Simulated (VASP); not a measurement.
A run of VASP 6.6.1 is set up as follows.

The input INCAR:

```
ALGO = Normal ; EDIFF = 1E-6
ENCUT = 600 ; GGA = CA
GGA_COMPAT = F ; ISIF = 2
ISMEAR = -1 ; LASPH = T
LCHARG = T ; LELF = T
LREAL = F ; LVHAR = T
LWAVE = F ; NBANDS = 9
NELM = 120 ; PREC = Accurate
SIGMA = 0.1
```

File KPOINTS:

```
k-points
0
Gamma
  6 6 4
```

File POSCAR:

```
Mg
1.0
    4.5200000000      0.0000000000      0.0000000000
   -2.2600000000      3.9144300000      0.0000000000
    0.0000000000      0.0000000000      7.3300000000
Mg
2
Direct
    0.3333333333      0.6666666667      0.0000000000
    0.6666666667      0.3333333333      0.5000000000
```

Potentials or basis: VASP PAW LDA potentials, release 64 (Mg).

Run with:

```bash
$ cat potpaw_LDA.64/Mg/POTCAR > POTCAR
$ mpirun -np 1 vasp_std > vasp.out
```

(1) What does it give for the band gap on the k mesh?

(2) Predict the pressure.

## Answers

(1) 0.33 eV, indirect (least direct gap 1.13 eV).

(2) -2.3 GPa.
